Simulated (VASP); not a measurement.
BaF2, 3 atoms in the cell. The structure is cubic, space group Fm-3m (No. 225). The conventional cell has a = 6.194 Å, b = 6.194 Å, c = 6.194 Å, α = 90.00°, β = 90.00°, γ = 90.00°. Within 3.5 Å of Ba (site symmetry m-3m) lie 8 F at 2.68 Å. F (site symmetry -43m) has 4 Ba at 2.68 Å and 6 F at 3.10 Å within 3.5 Å. 

| Item | Value |
| --- | --- |
| Program | VASP 6.6.1 |
| Task | single point |
| Functional | PBEsol |
| Potentials or basis | VASP PAW PBE potentials, release 64 (Ba_sv, F) |
| Cutoff | 600 eV |
| k mesh | 5 × 5 × 5 |
| Occupations | gaussian, width 0.01 eV |
| Spin | no spin polarisation |
| Dipole correction | no |
| Further INCAR settings | ALGO = Normal; EDIFF = 1e-06; NBANDS = 19 |

Potentials or basis: VASP PAW PBE potentials, release 64 (Ba_sv, F).

The run is started by

```sh
$ cat potpaw_PBE.64/Ba_sv/POTCAR potpaw_PBE.64/F/POTCAR > POTCAR
$ mpirun -np 1 vasp_std > vasp.out
```

Hardware: 1 thread of Intel Xeon 8259CL, with other jobs on the host.

Question: Estimate the wall time of this run.

Answer: It took 29 s on 1 thread of Intel Xeon 8259CL, with other jobs on the host, peak memory 0.2 GiB. Counts: scf iterations 13, k points 10.
